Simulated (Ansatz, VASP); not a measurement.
## Two plane-wave programs on TiO3

The input POSCAR:

```
TiO3
1.0
    3.3119204885      0.0000000000      0.0000000000
    0.0000000000      3.3119204885      0.0000000000
    0.0000000000      0.0000000000      3.3119204885
Ti O
1 3
Direct
    0.0000000000      0.0000000000      0.0000000000
    0.0000000000      0.5000000000      0.5000000000
    0.5000000000      0.0000000000      0.5000000000
    0.5000000000      0.5000000000      0.0000000000
```

INCAR.step1

```
ALGO = Normal
EDIFF = 1E-4
ENCUT = 520
GGA = PE
ISMEAR = 0
ISPIN = 2
LASPH = T
LCHARG = F
LMAXMIX = 4
LREAL = F
LWAVE = T
MAGMOM = 1 0 0 0
NBANDS = 27
NELM = 150
PREC = Accurate
SIGMA = 0.1
```

INCAR.step2

```
ALGO = Normal
EDIFF = 1E-6
ENCUT = 520
ISIF = 2
ISMEAR = 0
ISPIN = 2
ISTART = 1
LASPH = T
LCHARG = F
LMAXMIX = 4
LMIXTAU = T
LORBIT = 11
LREAL = F
LWAVE = F
MAGMOM = 1 0 0 0
METAGGA = R2SCAN
NBANDS = 27
NELM = 150
PREC = Accurate
SIGMA = 0.1
```

File KPOINTS:

```
k-points
0
Gamma
  6 6 6
```

Input for Ansatz:

```yaml
crystal:
  lattice:
    - [3.3119204885, 0.0, 0.0]
    - [0.0, 3.3119204885, 0.0]
    - [0.0, 0.0, 3.3119204885]
  atoms:
    - { symbol: Ti, position: [0.0, 0.0, 0.0], spin: 1.0 }
    - { symbol: O, position: [0.0, 0.5, 0.5] }
    - { symbol: O, position: [0.5, 0.0, 0.5] }
    - { symbol: O, position: [0.5, 0.5, 0.0] }
basis:
  ecutwfc: 500
kpoints:
  mp_grid: { grid: [6, 6, 6] }
hamiltonian:
  xc: r2scan
scf:
  occupations: { method: gaussian, width: 0.1 }
  lower_state_search: "off"
output:
  forces: true
  stress: true
  eigenvalues: true
  populations: true
magnetization:
  spin_polarized: true
```

Alike in both runs: task single point; functional r2SCAN; k mesh 6 × 6 × 6; occupations gaussian, width 0.1 eV; collinear spin.

|  | VASP | Ansatz |
| --- | --- | --- |
| version | VASP 6.6.1 | Ansatz 0.2.0 |
| potentials or method | VASP PAW PBE potentials, release 64 (Ti_sv, O), cutoff 520 eV | scalar-relativistic, plane waves, PAW |
| valence electrons in the cell | 30 | 30 |

Ansatz gave:

| Quantity | Value |
| --- | --- |
| gap on the k mesh at the Fermi level (eV) | none |
| pressure (GPa) | -23.6 |
| net moment per atom (μB) | 0.00 |

Question: What did VASP give for the same quantities?

Answer: gap on the k mesh at the Fermi level (eV): none; pressure (GPa): -23.1; net moment per atom (μB): 0.00.

VASP's potentials were made for PBE, not for r2SCAN. A gap of «none» marks a metal or a gap that the smearing closes. Ansatz's warnings: lower free energy seen, seeded moment not kept, stability check not made.
